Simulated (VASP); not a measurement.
**Sn: single point with r2SCAN**

Sn:

```
Sn
1.0
    -2.79313    2.79313    1.51934
     2.79313   -2.79313    1.51934
     2.79313    2.79313   -1.51934
Sn
2
Cartesian
  0.0000 2.7931 0.7597
  0.0000 0.0000 0.0000
```

This cell differs from its parent crystal: strain -0.050 along x and y, -0.050 along z.

| Item | Value |
| --- | --- |
| Program | VASP 6.6.1 |
| Task | single point |
| Functional | r2SCAN |
| Potentials or basis | VASP PAW PBE potentials, release 64 (Sn_d) |
| Cutoff | 520 eV |
| k mesh | 16 × 16 × 16 |
| Occupations | gaussian, width 0.15 eV |
| Spin | no spin polarisation |

* Pressure: 11.9 GPa
* Band gap on the k mesh: zero (band 14 reaches 11.73 eV, above the bottom of band 15 at 6.36 eV)

Stress tensor (GPa, compression positive):
```
12.31  0.00  0.00
 0.00 12.31  0.00
 0.00  0.00 11.03
```

Levels at points of the mesh, in eV from the Fermi level:
| k point | band 11 | band 12 | band 13 | band 14 | band 15 | band 16 | band 17 | band 18 |
| --- | --- | --- | --- | --- | --- | --- | --- | --- |
| (0.00, 0.00, 0.00) | -12.84 | -3.26 | -2.62 | -2.62 | 3.08 | 7.23 | 7.23 | 8.25 |
| (0.50, 0.00, 0.00) | -7.54 | -6.24 | -2.27 | -2.20 | -1.58 | 2.32 | 3.36 | 5.67 |
| (0.50, 0.50, 0.00) | -10.18 | -10.18 | 0.48 | 0.48 | 2.04 | 2.04 | 7.01 | 7.01 |
| (0.50, 0.50, 0.50) | -8.32 | -8.32 | -5.94 | -5.94 | 5.83 | 5.83 | 11.35 | 11.35 |

It took 13 min on 1 thread of Intel(R) Xeon(R) Platinum 8375C CPU @ 2.90GHz (Ice Lake) (shared host), peak memory 0.39 GiB.

Caveat: the cell differs from its parent crystal (strain -0.050 along x and y, -0.050 along z); the PAW data sets were made with another functional, which shifts forces and pressure a little; spin-orbit coupling is left out, which moves the levels of the heavy elements.
